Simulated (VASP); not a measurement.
# SrO (Fm-3m) in VASP: settings compared

The runs below take SrO through band structure, vibrations by perturbation theory, with SCAN, LDA.

All numbers are computed with VASP 6.6.1; they aren't measurements. Logs are shortened: lines on timing, memory, paths and dates and some standing lists are left out, and cuts for length are marked.

## 1. The cell of the first run

It takes space group Fm-3m (No. 225, cubic). Conventional cell: a = 5.133 Å, b = 5.133 Å, c = 5.133 Å, α = 90.00°, β = 90.00°, γ = 90.00°. Within 3.4 Å of Sr (site symmetry m-3m) lie 6 O at 2.57 Å. Within 3.4 Å of O (site symmetry m-3m) lie 6 Sr at 2.57 Å.

## 2. Band structure, SCAN

INCAR

```
  METAGGA = SCAN
  ISMEAR = 0
  SIGMA = 0.03
  LWAVE = F
  LCHARG = F
  NBANDS = 20
  PREC = Accurate
  LASPH = T
  LREAL = F
  ALGO = Normal
  EDIFF = 1E-6
  NELM = 120
  GGA_COMPAT = F
  ENCUT = 460
  EFERMI = MIDGAP
  LMIXTAU = T
```

KPOINTS

```
Automatic mesh
0
Gamma
  6 6 6
  0 0 0
```

KPOINTS_OPT

```
path GXWKGLUWLK,UX
12
line-mode
reciprocal
 0.0000000000  0.0000000000  0.0000000000  G
 0.5000000000  0.0000000000  0.5000000000  X

 0.5000000000  0.0000000000  0.5000000000  X
 0.5000000000  0.2500000000  0.7500000000  W

 0.5000000000  0.2500000000  0.7500000000  W
 0.3750000000  0.3750000000  0.7500000000  K

 0.3750000000  0.3750000000  0.7500000000  K
 0.0000000000  0.0000000000  0.0000000000  G

 0.0000000000  0.0000000000  0.0000000000  G
 0.5000000000  0.5000000000  0.5000000000  L

 0.5000000000  0.5000000000  0.5000000000  L
 0.6250000000  0.2500000000  0.6250000000  U

 0.6250000000  0.2500000000  0.6250000000  U
 0.5000000000  0.2500000000  0.7500000000  W

 0.5000000000  0.2500000000  0.7500000000  W
 0.5000000000  0.5000000000  0.5000000000  L

 0.5000000000  0.5000000000  0.5000000000  L
 0.3750000000  0.3750000000  0.7500000000  K

 0.6250000000  0.2500000000  0.6250000000  U
 0.5000000000  0.0000000000  0.5000000000  X
```

POSCAR

```
SrO
1.0
    0.0000000000      2.5663000000      2.5663000000
    2.5663000000      0.0000000000      2.5663000000
    2.5663000000      2.5663000000      0.0000000000
Sr O
1 1
Direct
    0.5000000000      0.5000000000      0.5000000000
    0.0000000000      0.0000000000      0.0000000000
```

Potentials or basis: VASP PAW PBE potentials, release 64 (Sr_sv, O).

On the command line:

```bash
$ cat potpaw_PBE.64/Sr_sv/POTCAR potpaw_PBE.64/O/POTCAR > POTCAR
$ mpirun -np 1 vasp_std > vasp.out
```

OUTCAR:

```text
METAGGA = SCAN
   ISMEAR = 0
   PREC = Accurate
   LASPH = T
   LREAL = F
   EDIFF = 1E-6
   NELM = 120
   ENCUT = 460
   EFERMI = MIDGAP

 Found     16 irreducible k-points:

 Following reciprocal coordinates:
            Coordinates               Weight
  0.000000  0.000000  0.000000      1.000000
  0.166667  0.000000  0.000000      8.000000
  0.333333  0.000000  0.000000      8.000000
  0.500000  0.000000  0.000000      4.000000
  0.166667  0.166667  0.000000      6.000000
  0.333333  0.166667  0.000000     24.000000
   k-points           NKPTS =     16   k-points in BZ     NKDIM =     16   number of bands    NBANDS=     20
   number of dos      NEDOS =    301   number of ions     NIONS =      2
   total plane-waves  NPLWV =  21952
   dimension x,y,z NGX =    28 NGY =   28 NGZ =   28
   dimension x,y,z NGXF=    56 NGYF=   56 NGZF=   56
   ions per type =               1   1
   NGX,Y,Z   is equivalent  to a cutoff of  12.83, 12.83, 12.83 a.u.
   NGXF,Y,Z  is equivalent  to a cutoff of  25.65, 25.65, 25.65 a.u.
 SYSTEM =  unknown system
   PREC   = accura    normal or accurate (medium, high low for compatibility)
   ISTART =      0    job   : 0-new  1-cont  2-samecut
   ICHARG =      2    charge: 1-file 2-atom 10-const
   ISPIN  =      1    spin polarized calculation?
   LNONCOLLINEAR =      F non collinear calculations
   LSORBIT =      F    spin-orbit coupling
   LASPH  =      T    aspherical Exc in radial PAW
   ENCUT  =  460.0 eV  33.81 Ry    5.81 a.u.   6.35  6.35  6.35*2*pi/ulx,y,z
   NELM   =    120;   NELMIN=  2; NELMDL= -5     # of ELM steps
   EDIFF  = 0.1E-05   stopping-criterion for ELM
   LREAL  =      F    real-space projection
   EDIFFG = 0.1E-04   stopping-criterion for IOM
   NSW    =      0    number of steps for IOM
   IBRION =     -1    ionic relax: 0-MD 1-quasi-New 2-CG
   NFREE  =      0    steps in history (QN), initial steepest desc. (CG)
   ISIF   =      2    stress and relaxation
   ISYM   =      2    0-nonsym 1-usesym 2-fastsym
   POTIM  = 0.5000    time-step for ionic-motion
   TEBEG  =    0.0;   TEEND  =   0.0 temperature during run

   SCALEE = 1.0000    scale energy and forces
   PSTRESS=    0.0 pullay stress
   NELECT =      16.0000    total number of electrons
   NUPDOWN=      -1.0000    fix difference up-down
   EMIN   =  10.00;   EMAX   =-10.00  energy-range for DOS
   EFERMI =   0.00;   METHOD = MIDGAP
   ISMEAR =     0;   SIGMA  =   0.03  broadening in eV -4-tet -1-fermi 0-gaus
   EFERMI_NEDOS =   21; number of points for ismear=-14 and -15
   IALGO  =     38    algorithm
   IMIX   =      4    mixing-type and parameters
     AMIX     =   0.40;   BMIX     =  1.00
     AMIX_MAG =   1.60;   BMIX_MAG =  1.00
  volume/ion in A,a.u.               =      16.90       114.06
  Fermi-wavevector in a.u.,A,eV,Ry     =   1.275843  2.410995 22.147245  1.627777
  Thomas-Fermi vector in A             =   2.408533
   LORBIT       =      0    0 simple, 1 ext, 2 COOP (PROOUT), +10 PAW based schemes
   METAGGA = SCAN    functional components
   LHFCALC =     F    Hartree Fock is set to
   AEXX    =    0.0000 exact exchange contribution
   IVDW    =     0    specifies the selected vdW correction
   LEPSILON=     F    determine dielectric tensor
   LRPA    =     F    only Hartree local field effects (RPA)

   CSHIFT  =0.1000    complex shift for real part using Kramers Kronig

   OMEGAMAX=  -1.0    maximum frequency
 non-spin polarized calculation
 Gauss-broadening in eV      SIGMA  =   0.03
  energy-cutoff  :      460.00
  volume of cell :       33.80
 maximum number of plane-waves:       769
 NGX is ok and might be reduce to    28
   NGX = 13   NGY = 13   NGZ = 13

 number of electron      15.9999996 magnetization

 Free energy of the ion-electron system (eV)
  ---------------------------------------------------
  ext. energy  EPLUGINS =         0.00000000
  ---------------------------------------------------
  free energy    TOTEN  =       -34.52390906 eV

  energy without entropy =      -34.52390906  energy(sigma->0) =      -34.52390906

 E-fermi :   3.2048     XC(G=0): -10.6483

 val. band max:        1.3447198808   @ k =   0.0000   0.0000   0.0000
 cond. band min:       5.0648719532   @ k =   0.5000   0.5000   0.0000
 fundamental gap:      3.7201520724
 Fermi energy:         3.2047959170

 k-point     1 :       0.0000    0.0000    0.0000
  band No.  band energies     occupation
      1     -32.1790      2.00000
      2     -14.7759      2.00000
      3     -13.1279      2.00000
      4     -13.1279      2.00000
      5     -13.1279      2.00000
      6       1.3447      2.00000
      7       1.3447      2.00000
      8       1.3447      2.00000
      9       5.9722      0.00000
     10       8.1325      0.00000
     11       8.1325      0.00000
     12       8.1325      0.00000
     13      10.4905      0.00000
     14      10.4905      0.00000
     15      14.6094      0.00000
     16      26.4000      0.00000
     17      26.4000      0.00000
     18      26.4000      0.00000
     19      27.4248      0.00000
     20      27.4248      0.00000

 k-point     2 :       0.1667    0.0000    0.0000
  band No.  band energies     occupation
      1     -32.1441      2.00000
      2     -15.2167      2.00000
      3     -13.1477      2.00000
      4     -13.1477      2.00000
      5     -12.7747      2.00000
      6       0.6520      2.00000
      7       1.0199      2.00000
      8       1.0200      2.00000
      9       7.1152      0.00000
     10       7.9067      0.00000
     11       8.6824      0.00000
     12       8.6825      0.00000
     13      11.2050      0.00000
     14      11.2050      0.00000
     15      16.3292      0.00000
     16      23.4826      0.00000
     17      24.6433      0.00000
     18      24.6433      0.00000
     19      26.2097      0.00000
     20      27.1305      0.00000

 k-point     3 :       0.3333    0.0000    0.0000
  band No.  band energies     occupation
      1     -32.0733      2.00000
      2     -15.8456      2.00000
      3     -13.1868      2.00000
      4     -13.1868      2.00000
      5     -12.3210      2.00000
      6      -0.3672      2.00000
      7       0.4582      2.00000
      8       0.4582      2.00000
      9       8.0771      0.00000
     10       9.2697      0.00000
     11      10.0200      0.00000
     12      10.0200      0.00000
     13      12.8149      0.00000
     14      12.8149      0.00000
     15      18.0565      0.00000
     16      20.4407      0.00000
     17      20.4407      0.00000
     18      21.7337      0.00000
     19      24.1090      0.00000
     20      27.4035      0.00000

 k-point     4 :       0.5000    0.0000    0.0000
  band No.  band energies     occupation
      1     -32.0373      2.00000
      2     -16.1042      2.00000
      3     -13.2058      2.00000
      4     -13.2058      2.00000
      5     -12.1495      2.00000
      6      -0.7887      2.00000
      7       0.2099      2.00000
      8       0.2099      2.00000
      9       8.4568      0.00000
     10      10.3917      0.00000
     11      10.8687      0.00000
     12      10.8687      0.00000
     13      14.1228      0.00000
     14      14.1228      0.00000
     15      17.2047      0.00000
     16      17.9348      0.00000
     17      17.9348      0.00000
     18      21.2680      0.00000
     19      25.8415      0.00000
     20      27.3745      0.00000

 k-point     5 :       0.1667    0.1667    0.0000
  band No.  band energies     occupation
      1     -32.1329      2.00000
      2     -15.2153      2.00000
      3     -13.2208      2.00000
      4     -13.2208      2.00000
      5     -12.7376      2.00000
      6       0.2955      2.00000
      7       1.2430      2.00000
      8       1.2430      2.00000
      9       7.0110      0.00000
     10       7.1430      0.00000
     11       9.2894      0.00000
     12       9.2894      0.00000
     13      10.8728      0.00000
     14      11.8167      0.00000
     15      16.8323      0.00000
     16      23.5379      0.00000
     17      23.5379      0.00000
     18      24.5622      0.00000
     19      26.2752      0.00000
     20      27.0465      0.00000

 k-point     6 :       0.3333    0.1667    0.0000
  band No.  band energies     occupation
      1     -32.0748      2.00000
      2     -15.5810      2.00000
      3     -13.2865      2.00000
      4     -13.2803      2.00000
      5     -12.5936      2.00000
      6      -0.0956      2.00000
      7       0.7842      2.00000
      8       0.9306      2.00000
      9       6.8436      0.00000
     10       8.5882      0.00000
     11      10.3902      0.00000
     12      10.5497      0.00000
     13      11.9429      0.00000
     14      12.8623      0.00000
     15      18.6524      0.00000
     16      20.3466      0.00000
     17      20.5832      0.00000
     18      23.7514      0.00000
     19      25.0239      0.00000
     20      26.3971      0.00000

 [... further k-points ...]

------------------------ aborting loop because EDIFF is reached ----------------------------------------

  FORCE on cell =-STRESS in cart. coord.  units (eV):
  Direction    XX          YY          ZZ          XY          YZ          ZX
  --------------------------------------------------------------------------------------
  -------------------------------------------------------------------------------------
  Total        0.2328346      0.2328346      0.2328346      0.0000000     -0.0000000      0.0000000
  in kB       11.0358503     11.0358503     11.0358503      0.0000000     -0.0000000      0.0000000
  external PRESSURE =      11.0358503 kB  Pullay stress =       0.0000000 kB

 VOLUME and BASIS-vectors are now :
 -----------------------------------------------------------------------------
  energy-cutoff  :      460.00
  volume of cell :       33.80
      direct lattice vectors                 reciprocal lattice vectors
     0.000000000  2.566300000  2.566300000    -0.194833028  0.194833028  0.194833028
     2.566300000  0.000000000  2.566300000     0.194833028 -0.194833028  0.194833028
     2.566300000  2.566300000  0.000000000     0.194833028  0.194833028 -0.194833028

 POSITION                                       TOTAL-FORCE (eV/Angst)
 -----------------------------------------------------------------------------------
      2.56630      2.56630      2.56630         0.000000     -0.000000     -0.000000
      0.00000      0.00000      0.00000        -0.000000      0.000000      0.000000
 -----------------------------------------------------------------------------------
    total drift:                                0.000000      0.000000      0.000000

  FREE ENERGIE OF THE ION-ELECTRON SYSTEM (eV)
  ---------------------------------------------------
  free  energy   TOTEN  =       -34.5239090603 eV

  energy  without entropy=      -34.5239090603  energy(sigma->0) =      -34.52390906
```

Run time: 94 s. Hardware: 1 thread of Intel Xeon 6975P-C (Granite Rapids), shared host; peak memory 0.17 GiB.

What came out:

```
Free energy             : -34.5239 eV
Pressure                : 1.1 GPa
Band gap on the k mesh  : 3.72 eV (least direct gap 3.80 eV)
Band gap along the path : 3.72 eV (least direct gap 3.80 eV)
```

Levels at the corners of the path, in eV from the valence-band top:
| point | band 6 | band 7 | band 8 | band 9 | band 10 | band 11 |
| --- | --- | --- | --- | --- | --- | --- |
| Γ | 0.00 | 0.00 | 0.00 | 4.63 | 6.79 | 6.79 |
| X | -0.43 | -0.08 | -0.08 | 3.72 | 8.57 | 11.00 |
| X | -0.43 | -0.08 | -0.08 | 3.72 | 8.57 | 11.00 |
| W | -1.12 | -0.43 | -0.43 | 6.55 | 6.55 | 9.39 |
| W | -1.12 | -0.43 | -0.43 | 6.55 | 6.55 | 9.39 |
| K | -0.94 | -0.57 | -0.47 | 5.27 | 8.51 | 9.50 |
| K | -0.94 | -0.57 | -0.47 | 5.27 | 8.51 | 9.50 |
| Γ | 0.00 | 0.00 | 0.00 | 4.63 | 6.79 | 6.79 |
| Γ | 0.00 | 0.00 | 0.00 | 4.63 | 6.79 | 6.79 |
| L | -2.13 | -1.13 | -1.13 | 7.11 | 9.05 | 9.52 |
| L | -2.13 | -1.13 | -1.13 | 7.11 | 9.05 | 9.52 |
| U | -0.94 | -0.57 | -0.47 | 5.27 | 8.51 | 9.50 |
| U | -0.94 | -0.57 | -0.47 | 5.27 | 8.51 | 9.50 |
| W | -1.12 | -0.43 | -0.43 | 6.55 | 6.55 | 9.39 |
| W | -1.12 | -0.43 | -0.43 | 6.55 | 6.55 | 9.39 |
| L | -2.13 | -1.13 | -1.13 | 7.11 | 9.05 | 9.52 |
| L | -2.13 | -1.13 | -1.13 | 7.11 | 9.05 | 9.52 |
| K | -0.94 | -0.57 | -0.47 | 5.27 | 8.51 | 9.50 |
| U | -0.94 | -0.57 | -0.47 | 5.27 | 8.51 | 9.50 |
| X | -0.43 | -0.08 | -0.08 | 3.72 | 8.57 | 11.00 |

Caveat: the cutoff is under 1.25 times the usual one of these potentials, so pressure, stress and relaxed cells hold a basis-set (Pulay) error; the PAW data sets were made with another functional, which shifts forces and pressure a little. SCAN opens gaps a little over a GGA but as a rule still falls short of measured ones.

(Part 1 of 2 ends here.)
